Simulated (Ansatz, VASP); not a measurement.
**One calculation of BeTe, two programs**

INCAR

```
PREC     = Accurate       # precision mode
ENCUT    = 520            # plane-wave cutoff, eV
EDIFF    = 1E-6           # SCF threshold, eV
ISMEAR   = 0              # smearing method
SIGMA    = 0.01           # smearing width, eV
LREAL    = False          # projectors in reciprocal space
LASPH    = True           # aspherical terms in the spheres
NELM     = 150            # most SCF steps
ALGO     = Normal         # electronic algorithm
ISIF     = 2              # what is computed and relaxed
LWAVE    = False          # write WAVECAR
LCHARG   = True           # write CHGCAR
MAGMOM   = 0 0 0 0 0 0    # initial moments
LORBIT   = 11             # projections on sites
LSORBIT  = True           # spin-orbit coupling
GGA_COMPAT= False        
LORBMOM  = True         
GGA      = PS             # functional
LVHAR    = True         
NBANDS   = 20             # bands
```

File KPOINTS:

```
regular mesh
0
Gamma
  8 8 8
```

Contents of POSCAR:

```
BeTe
1.0
    2.6433946863      2.6433946863      0.0000000000
   -2.6433946863      2.6433946863      0.0000000000
    0.0000000000      2.6433946863      2.6433946863
Be Te
1 1
Direct
    0.0000000000      0.0000000000      0.0000000000
    0.7500000000      0.2500000000      0.5000000000
```

Input for Ansatz:

```yaml
crystal:
  lattice:
    - [2.64339468626, 2.64339468626, 0.0]
    - [-2.64339468626, 2.64339468626, 0.0]
    - [0.0, 2.64339468626, 2.64339468626]
  atoms:
    - { symbol: Be, position: [0.0, 0.0, 0.0] }
    - { symbol: Te, position: [0.75, 0.25, 0.5] }
kpoints:
  mp_grid: { grid: [8, 8, 8] }
scf:
  occupations: { method: fixed }
  convergence: { dr2_threshold: 1.0e-10 }
hamiltonian:
  xc: pbesol
  pseudopotentials: { kind: all_electron, lapw: { basis_error: 0.0005 } }
magnetization:
  noncollinear: true
  spin_orbit: true
output:
  forces: true
  stress: true
  eigenstates:
    kpoints:
      - [0.0, 0.0, 0.0]
      - [-0.5, 0.5, 0.0]
      - [-0.5, -0.5, -0.5]
      - [0.0, 0.0, -0.5]
      - [0.0, -0.5, -0.5]
      - [0.0, 0.5, 0.0]
      - [-0.5, 0.0, 0.0]
      - [-0.5, 0.0, -0.5]
  eigenvalues: true
```

Alike in both runs: task single point; functional PBEsol; k mesh 8 × 8 × 8; non-collinear spin, spin-orbit coupling.

```csv
,VASP,Ansatz
version,VASP 6.6.1,Ansatz 0.2.0
potentials or method,"VASP PAW PBE potentials, release 64 (Be, Te), cutoff 520 eV",all-electron LAPW
occupations,"gaussian, width 0.01 eV",fixed
```

```tsv
	VASP	Ansatz	Ansatz less VASP
pressure (GPa)	15.5	14.9	-0.54
```

VASP's potentials were made for PBE, not for PBEsol. Ansatz ran all-electron here, and VASP with PAW potentials.
